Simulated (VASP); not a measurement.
MgCdNi3, 5 atoms in the cell. It takes space group Pm-3m (No. 221, cubic). Conventional cell: a = 4.004 Å, b = 4.004 Å, c = 4.004 Å, α = 90.00°, β = 90.00°, γ = 90.00°. Within 3.7 Å of Cd (site symmetry m-3m) lie 12 Ni at 2.83 Å and 8 Mg at 3.47 Å. Ni (site symmetry 4/mmm) has 2 Mg at 2.00 Å within 2.7 Å. Mg (site symmetry m-3m) has 6 Ni at 2.00 Å within 2.7 Å. 

* Program: VASP 6.6.1
* Task: single point
* Functional: PBEsol
* Potentials or basis: VASP PAW PBE potentials, release 64 (Cd, Ni, Mg)
* Cutoff: 520 eV
* k mesh: 8 × 8 × 8
* Occupations: fermi-dirac, width 0.1 eV
* Spin: no spin polarisation
* Dipole correction: no
* k mesh for the DOS: 12 × 12 × 12
* Occupations for the DOS: tetrahedron
* Further INCAR settings: ALGO = Normal; EDIFF = 1e-06; NBANDS = 30

Potentials or basis: VASP PAW PBE potentials, release 64 (Cd, Ni, Mg).

Command:

```console
$ cat potpaw_PBE.64/Cd/POTCAR potpaw_PBE.64/Ni/POTCAR potpaw_PBE.64/Mg/POTCAR > POTCAR
$ cp INCAR.step1 INCAR
$ cp KPOINTS.step1 KPOINTS
$ mpirun -np 1 vasp_std > vasp.out
$ cp INCAR.step2 INCAR
$ cp KPOINTS.step2 KPOINTS
$ mpirun -np 1 vasp_std > vasp.out
```

Hardware: 1 thread of Intel Xeon 8259CL, on a shared host.

Task: Estimate the wall time of this run.

Result: Wall time 2.5 min on 1 thread of Intel Xeon 8259CL, on a shared host, peak memory 0.28 GiB. Counts: k points 84.
